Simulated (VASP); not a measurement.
Ta, 1 atom in the cell. It takes space group I4/mmm (No. 139, tetragonal). The conventional cell has a = 3.280 Å, b = 3.280 Å, c = 3.040 Å, α = 90.00°, β = 90.00°, γ = 90.00°. Ta (site symmetry 4/mmm) has 14 Ta at 2.77 to 3.28 Å within 3.7 Å.  This cell differs from its parent crystal: normal strain along x -0.0733, normal strain along z +0.0000.

* Program: VASP 6.6.1
* Task: single point
* Functional: PBEsol
* Potentials or basis: VASP PAW PBE potentials, release 64 (Ta_pv)
* Cutoff: 520 eV
* k mesh: 20 × 20 × 20
* Occupations: gaussian, width 0.15 eV
* Spin: no spin polarisation
* Dipole correction: no
* Further INCAR settings: ALGO = Normal; EDIFF = 1e-06; NBANDS = 12

Potentials or basis: VASP PAW PBE potentials, release 64 (Ta_pv).

Launch:

```sh
$ cat potpaw_PBE.64/Ta_pv/POTCAR > POTCAR
$ mpirun -np 1 vasp_std > vasp.out
```

Hardware: 1 thread of Intel(R) Xeon(R) 6975P-C (Granite Rapids), on a shared host.

Q: How long does it take, and how much memory?

A: Run time: 30 s on 1 thread of Intel(R) Xeon(R) 6975P-C (Granite Rapids), with other jobs on the host, peak memory 0.24 GiB. Counts: scf iterations 11, k points 641.
